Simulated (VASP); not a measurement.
Runs of VASP 6.6.1 on GaP. The structure is that of space group F-43m (No. 216), or close to it. The cells are those of the table. 

| cell | gap on the mesh (eV) | pressure (GPa) |
| --- | --- | --- |
| a = 3.820 Å, angles 60.0°, 2 atoms | 1.85 | 2.6 |
| a = 3.748 Å, angles 60.0°, 2 atoms | 1.72 | 8.9 |
| a = 3.784 Å, angles 60.0°, 2 atoms | 1.79 | 5.5 |
| a = 3.888 Å, angles 60.0°, 2 atoms | 1.95 | (a) |
| a = 3.921 Å, angles 60.0°, 2 atoms | 1.87 | (b) |

Alike in all rows: task single point; level r2SCAN; potentials or basis VASP PAW PBE potentials, release 64 (Ga_d, P); no spin polarisation; k mesh 6 × 6 × 6; cutoff (eV) 520; smearing gaussian 0.01 eV.

Task: Fill in the values left out.

Result: (a) -2.2; (b) -4.1.

Caveats: the PAW data sets were made with another functional, which shifts forces and pressure a little.

A k mesh can miss the band edges, and the runs leave out spin-orbit coupling on Ga.
